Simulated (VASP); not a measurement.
# Ga (P6/mmm) in VASP: notebook

The runs below take Ga through relaxation of cell and atoms, with PBE.

Everything below comes from runs of VASP 6.6.1. Logs are shortened: lines on timing, memory, paths and dates and some standing lists are left out, and cuts for length are marked.

## 1. The cell of the first run

The structure is hexagonal, space group P6/mmm (No. 191). The conventional cell has a = 2.650 Å, b = 2.650 Å, c = 2.552 Å, α = 90.00°, β = 90.00°, γ = 120.00°. Within 3.4 Å of Ga (site symmetry 6/mmm) lie 8 Ga at 2.55 to 2.65 Å.

This isn't the form of Ga at room conditions, which is orthorhombic.

## 2. Relaxation of cell and atoms, PBE, target pressure 19 GPa, at which the enthalpy is minimised

Input file INCAR:

```
PREC = Accurate ; ENCUT = 600
EDIFF = 1E-6 ; ISMEAR = -1
SIGMA = 0.08 ; LREAL = False
LASPH = True ; NELM = 80
ALGO = Normal ; ISIF = 3
LWAVE = False ; LCHARG = False
GGA = PE ; IBRION = 2
NSW = 32 ; EDIFFG = -0.005
PSTRESS = 190.0
```

Input file KPOINTS:

```
Automatic mesh
0
Gamma
  16 16 15
```

Input file POSCAR:

```
Ga
1.0
    2.6501030665      0.0000000000      0.0000000000
   -1.3250515332      2.2950565782      0.0000000000
    0.0000000000      0.0000000000      2.5515812199
Ga
1
Direct
    0.0000000000      0.0000000000      0.0000000000
```

Potentials or basis: VASP PAW PBE potentials, release 64 (Ga_d).

On the command line:

```sh
$ cat potpaw_PBE.64/Ga_d/POTCAR > POTCAR
$ mpirun -np 1 vasp_std > vasp.out
```

OUTCAR:

```text
PREC = Accurate
   ENCUT = 600
   EDIFF = 1E-6
   ISMEAR = -1
   LREAL = False
   LASPH = True
   NELM = 80
   ISIF = 3
   GGA = PE
   IBRION = 2
   NSW = 32
   EDIFFG = -0.005
   PSTRESS = 190.0

 ion  position               nearest neighbor table
   1  0.000  0.000  0.000-

  LATTYP: Found a hexagonal cell.
 ALAT       =     2.6501030665
 C/A-ratio  =     0.9628233906

  Lattice vectors:

 A1 = (   2.6501030665,   0.0000000000,   0.0000000000)
 A2 = (  -1.3250515332,   2.2950565782,   0.0000000000)
 A3 = (   0.0000000000,   0.0000000000,   2.5515812199)

Analysis of symmetry for initial positions (statically):
=====================================================================
 Subroutine PRICEL returns:
 Original cell was already a primitive cell.

 Routine SETGRP: Setting up the symmetry group for a
 hexagonal supercell.

 Subroutine GETGRP returns: Found 24 space group operations
 (whereof 24 operations were pure point group operations)
 out of a pool of 24 trial point group operations.

The static configuration has the point symmetry D_6h.

Analysis of symmetry for dynamics (positions and initial velocities):
=====================================================================
 Subroutine PRICEL returns:
 Original cell was already a primitive cell.

 Routine SETGRP: Setting up the symmetry group for a
 hexagonal supercell.

 Subroutine GETGRP returns: Found 24 space group operations
 (whereof 24 operations were pure point group operations)
 out of a pool of 24 trial point group operations.

The dynamic configuration has the point symmetry D_6h.

 Subroutine INISYM returns: Found 24 space group operations
 (whereof 24 operations are pure point group operations),
 and found     1 'primitive' translations

----------------------------------------------------------------------------------------

                                     Primitive cell

  volume of cell :      15.5191

  direct lattice vectors                    reciprocal lattice vectors
     2.650103066  0.000000000  0.000000000     0.377343815  0.217859553  0.000000000
    -1.325051533  2.295056578  0.000000000     0.000000000  0.435719106  0.000000000
     0.000000000  0.000000000  2.551581220     0.000000000  0.000000000  0.391913842

  length of vectors
     2.650103066  2.650103066  2.551581220     0.435719106  0.435719106  0.391913842

  position of ions in fractional coordinates (direct lattice)
     0.000000000  0.000000000  0.000000000

  ion indices of the primitive-cell ions
   primitive index   ion index
                 1           1

----------------------------------------------------------------------------------------

 KPOINTS: Automatic mesh

Automatic generation of k-mesh.
 Grid dimensions read from file:
 generate k-points for:   16   16   15

 Generating k-lattice:

  Cartesian coordinates                     Fractional coordinates (reciprocal lattice)
     0.023583988  0.013616222  0.000000000     0.062500000  0.000000000  0.000000000
     0.000000000  0.027232444  0.000000000     0.000000000  0.062500000  0.000000000
     0.000000000  0.000000000  0.026127589     0.000000000  0.000000000  0.066666667

  Length of vectors
     0.027232444  0.027232444  0.026127589

  Shift w.r.t. Gamma in fractional coordinates (k-lattice)
     0.000000000  0.000000000  0.000000000

 Subroutine IBZKPT returns following result:
 ===========================================

 Found    240 irreducible k-points:

 Following reciprocal coordinates:
            Coordinates               Weight
  0.000000  0.000000  0.000000      1.000000
  0.062500 -0.000000  0.000000      6.000000
  0.125000 -0.000000  0.000000      6.000000
  0.187500  0.000000  0.000000      6.000000
  0.250000 -0.000000  0.000000      6.000000
  0.312500  0.000000  0.000000      6.000000
[... 16 lines left out ...]
  0.187500  0.187500  0.000000      6.000000
  0.250000  0.187500  0.000000     12.000000
 [... further k-points ...]
   k-points           NKPTS =    240   k-points in BZ     NKDIM =    240   number of bands    NBANDS=     10
   number of dos      NEDOS =    301   number of ions     NIONS =      1
   total plane-waves  NPLWV =  11520
   dimension x,y,z NGX =    24 NGY =   24 NGZ =   20
   dimension x,y,z NGXF=    48 NGYF=   48 NGZF=   40
   ions per type =               1
   NGX,Y,Z   is equivalent  to a cutoff of  15.06, 15.06, 13.03 a.u.
   NGXF,Y,Z  is equivalent  to a cutoff of  30.11, 30.11, 26.06 a.u.
 SYSTEM =  unknown system
   PREC   = accura    normal or accurate (medium, high low for compatibility)
   ISTART =      0    job   : 0-new  1-cont  2-samecut
   ICHARG =      2    charge: 1-file 2-atom 10-const
   ISPIN  =      1    spin polarized calculation?
   LNONCOLLINEAR =      F non collinear calculations
   LSORBIT =      F    spin-orbit coupling
   LASPH  =      T    aspherical Exc in radial PAW
   ENCUT  =  600.0 eV  44.10 Ry    6.64 a.u.   5.29  5.29  5.10*2*pi/ulx,y,z
   NELM   =     80;   NELMIN=  2; NELMDL= -5     # of ELM steps
   EDIFF  = 0.1E-05   stopping-criterion for ELM
   LREAL  =      F    real-space projection
   EDIFFG = -.5E-02   stopping-criterion for IOM
   NSW    =     32    number of steps for IOM
   IBRION =      2    ionic relax: 0-MD 1-quasi-New 2-CG
   NFREE  =      1    steps in history (QN), initial steepest desc. (CG)
   ISIF   =      3    stress and relaxation
   ISYM   =      2    0-nonsym 1-usesym 2-fastsym
   POTIM  = 0.5000    time-step for ionic-motion
   TEBEG  =    0.0;   TEEND  =   0.0 temperature during run
   PSTRESS=  190.0 pullay stress
   NELECT =      13.0000    total number of electrons
   NUPDOWN=      -1.0000    fix difference up-down
   EMIN   =  10.00;   EMAX   =-10.00  energy-range for DOS
   EFERMI =   0.00;   METHOD = LEGACY
   ISMEAR =    -1;   SIGMA  =   0.08  broadening in eV -4-tet -1-fermi 0-gaus
   EFERMI_NEDOS =   21; number of points for ismear=-14 and -15
   IALGO  =     38    algorithm
   IMIX   =      4    mixing-type and parameters
     AMIX     =   0.40;   BMIX     =  1.00
     AMIX_MAG =   1.60;   BMIX_MAG =  1.00
  volume/ion in A,a.u.               =      15.52       104.73
  Fermi-wavevector in a.u.,A,eV,Ry     =   1.543242  2.916305 32.403588  2.381597
  Thomas-Fermi vector in A             =   2.648933
   LORBIT       =      0    0 simple, 1 ext, 2 COOP (PROOUT), +10 PAW based schemes
   GGA     = PE    functional components
   LHFCALC =     F    Hartree Fock is set to
   AEXX    =    0.0000 exact exchange contribution
   IVDW    =     0    specifies the selected vdW correction
   LEPSILON=     F    determine dielectric tensor
   LRPA    =     F    only Hartree local field effects (RPA)
 conjugate gradient relaxation of ions
 non-spin polarized calculation
  energy-cutoff  :      600.00
  volume of cell :       15.52
 maximum number of plane-waves:       533
 NGX is ok and might be reduce to    24
   NGX = 11   NGY = 11   NGZ = 11

--------------------------------------- Ionic step        1  -------------------------------------------

 number of electron      13.0000003 magnetization

 Free energy of the ion-electron system (eV)
  ---------------------------------------------------
  ext. energy  EPLUGINS =         0.00000000
  ---------------------------------------------------
  free energy    TOTEN  =        -2.68346590 eV

  energy without entropy =       -2.67526669  energy(sigma->0) =       -2.67936630

------------------------ aborting loop because EDIFF is reached ----------------------------------------

  FORCE on cell =-STRESS in cart. coord.  units (eV):
  Direction    XX          YY          ZZ          XY          YZ          ZX
  --------------------------------------------------------------------------------------
  -------------------------------------------------------------------------------------
  Total        1.8526616      1.8526616      1.8551946      0.0000000      0.0000000     -0.0000000
  in kB      191.2674786    191.2674786    191.5289775      0.0000000      0.0000000     -0.0000000
  external PRESSURE =       1.3546449 kB  Pullay stress =     190.0000000 kB
[... 59 lines left out ...]
  enthalpy is  TOTEN    =        -0.8430933874 eV   P V=        1.8438816983

--------------------------------------- Ionic step        3  -------------------------------------------

 number of electron      13.0000003 magnetization

 Free energy of the ion-electron system (eV)
  ---------------------------------------------------
  ext. energy  EPLUGINS =         0.00000000
  ---------------------------------------------------
  free energy    TOTEN  =        -2.68620277 eV

  energy without entropy =       -2.67800444  energy(sigma->0) =       -2.68210360

 E-fermi :   7.3280     XC(G=0): -11.9753

 val. band max:        7.3090866378   @ k =   0.3750   0.2500   0.4000
 cond. band min:       7.3340506451   @ k =   0.3750   0.0000   0.2000
 fundamental gap:      0.0249640073
 Fermi energy:         7.3280322303

 k-point     1 :       0.0000    0.0000    0.0000
  band No.  band energies     occupation
      1      -8.2092      2.00000
      2      -7.8162      2.00000
      3      -7.8162      2.00000
      4      -7.3916      2.00000
      5      -7.3916      2.00000
      6      -5.2291      2.00000
      7      17.0278      0.00000
      8      20.4814      0.00000
      9      21.3842      0.00000
     10      21.3842      0.00000
[... 287 lines left out ...]
 k-point    24 :       0.2500    0.1875    0.0000
  band No.  band energies     occupation
      1      -8.0237      2.00000
      2      -7.9026      2.00000
      3      -7.5673      2.00000
      4      -7.5341      2.00000
      5      -7.4630      2.00000
      6      -0.8614      2.00000
      7       8.3126      0.00001
      8      10.4180      0.00000
      9      21.4352      0.00000
     10      24.1905      0.00000

 [... further k-points ...]

------------------------ aborting loop because EDIFF is reached ----------------------------------------

  FORCE on cell =-STRESS in cart. coord.  units (eV):
  Direction    XX          YY          ZZ          XY          YZ          ZX
  --------------------------------------------------------------------------------------
  -------------------------------------------------------------------------------------
  Total        1.8436646      1.8436646      1.8422076      0.0000000     -0.0000000      0.0000000
  in kB      190.0573735    190.0573735    189.9071769      0.0000000     -0.0000000      0.0000000
  external PRESSURE =       0.0073080 kB  Pullay stress =     190.0000000 kB
[... 16 lines left out ...]
  FREE ENERGIE OF THE ION-ELECTRON SYSTEM (eV)
  ---------------------------------------------------
  free  energy   TOTEN  =        -2.6862027670 eV

  energy  without entropy=       -2.6780044366  energy(sigma->0) =       -2.68210360

  enthalpy is  TOTEN    =        -0.8430947641 eV   P V=        1.8431080029

 reached required accuracy - stopping structural energy minimisation
```

It took 21 s on 1 thread of Intel Xeon 6975P-C (Granite Rapids), shared host; peak memory 0.17 GiB.

What came out:

| Property | Result |
| --- | --- |
| Free energy | -2.6862 eV |
| Relaxed volume | 15.54 Å³/atom |
| Relaxed cell | a = 2.651 Å, b = 2.651 Å, c = 2.553 Å, α = 90.00°, β = 90.00°, γ = 120.00° |
| Space group after relaxing (to 0.1 Å) | P6/mmm (No. 191) |
| Energy change on relaxing (the run minimises the enthalpy) | -2.7 meV/atom |
| Ionic steps | 3 |
| Pressure after relaxing | 19.0 GPa |
| Band gap on the k mesh | zero (an odd number of electrons rules out a gap without spin polarisation) |

The path:
```csv
step,energy change (eV),largest force (eV/Å),pressure (GPa),volume (Å³)
1,0.0000,0.0000,19.14,15.52
2,-0.0035,0.0000,18.90,15.55
3,-0.0027,0.0000,19.00,15.54
```

Final structure:
```cif
data_structure
_symmetry_space_group_name_H-M 'P 1'
_symmetry_Int_Tables_number 1
_cell_length_a 2.6513
_cell_length_b 2.6513
_cell_length_c 2.5530
_cell_angle_alpha 90.000
_cell_angle_beta 90.000
_cell_angle_gamma 120.000
_cell_volume 15.54
loop_
_atom_site_label
_atom_site_type_symbol
_atom_site_fract_x
_atom_site_fract_y
_atom_site_fract_z
_atom_site_occupancy
Ga1 Ga 0.00000 0.00000 0.00000 1
```

Caveat: the cell is relaxed towards a set pressure, so the run minimises the enthalpy, not the energy.

(Continued in part 2 of 2.)
